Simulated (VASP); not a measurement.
Write the native input for VASP 6.6.1 that does the following.

```
Task                   : single point
Functional             : PBE
Dispersion             : D3(BJ)
Potentials or basis    : VASP PAW PBE potentials, release 64 (Si)
Cutoff                 : 520 eV
k mesh                 : 28 × 28 × 28
Occupations            : gaussian, width 0.15 eV
Spin                   : no spin polarisation
Dipole correction      : no
Further INCAR settings : ALGO = Normal; EDIFF = 1e-06; NBANDS = 8
```

The structure of Si lies in POSCAR:

```
Si
1.0
    0.0000000000      1.9955464657      1.9005204435
    1.9005204435      0.0000000000      1.9005204435
    1.9005204435      1.9955464657      0.0000000000
Si
1
Direct
    0.0000000000      0.0000000000      0.0000000000
```

This cell differs from its parent crystal: strain +0.0500 x Voigt [0, 1, 0, 0, 0, 0].

These files were run (other wordings do the same):

INCAR

```
SYSTEM = Si
PREC = Accurate
ENCUT = 520
EDIFF = 1E-6
ISMEAR = 0
SIGMA = 0.15
LREAL = .False.
LASPH = .True.
NELM = 60
ALGO = Normal
ISIF = 2
LWAVE = .False.
LCHARG = .True.
GGA = PE
IVDW = 12
LELF = .True.
LVHAR = .True.
NBANDS = 8
```

KPOINTS

```
regular mesh
0
Gamma
  28 28 28
  0 0 0
```

Potentials or basis: VASP PAW PBE potentials, release 64 (Si).

The run is started by

```sh
$ cat potpaw_PBE.64/Si/POTCAR > POTCAR
$ mpirun -np 1 vasp_std > vasp.out
```

Results of the run:

```
Pressure                   : -4.6 GPa
Band gap on the k mesh     : zero (bands 2 and 3 overlap by 14.69 eV)
Dispersion energy per atom : -0.430 eV
```

Caveat: the cell differs from its parent crystal (strain +0.0500 x Voigt [0, 1, 0, 0, 0, 0]); the cell stands under tension.

Wall time 55 s on 1 thread of Intel(R) Xeon(R) Platinum 8559C (Emerald Rapids), on a shared host, peak memory 0.26 GiB.
